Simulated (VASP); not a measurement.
Input of a VASP 6.6.1 run:

File INCAR:

```
PREC = Accurate ; ENCUT = 520
EDIFF = 1E-7 ; ISMEAR = 0
SIGMA = 0.1 ; LREAL = False
LASPH = True ; NELM = 60
ALGO = Normal ; ISIF = 2
LWAVE = False ; LCHARG = False
GGA = PE ; NBANDS = 29
```

KPOINTS

```
regular mesh
0
Gamma
  4 4 6
```

POSCAR

```
B4MoRu
1.0
    2.1810780300     -3.7804626600      0.0000000000
    2.1810780300      3.7804626600      0.0000000000
    0.0000000000      0.0000000000      3.5350274900
B Mo Ru
4 1 1
Direct
    0.1700774500      0.8299225500      0.0000000000
    0.8299225500      0.1700774500      0.0000000000
    0.0000000000      0.5000000000      0.5000000000
    0.5000000000      0.0000000000      0.5000000000
    0.5000000000      0.5000000000      0.0000000000
    0.0000000000      0.0000000000      0.5000000000
```

Potentials or basis: VASP PAW PBE potentials, release 64 (B, Mo_sv, Ru_pv).

Run with:

```console
$ cat potpaw_PBE.64/B/POTCAR potpaw_PBE.64/Mo_sv/POTCAR potpaw_PBE.64/Ru_pv/POTCAR > POTCAR
$ mpirun -np 1 vasp_std > vasp.out
```

(1) Estimate the band gap on the k mesh.

(2) What does it give for the pressure?

(3) Estimate the largest force.

Answers

(1) zero (bands 20 and 21 overlap by 0.88 eV).

(2) -16.1 GPa.

(3) 0.793 eV/Å.

Caveat: the k points lie up to 0.42 Å⁻¹ apart, too coarse for converged energies and pressures of a metal.
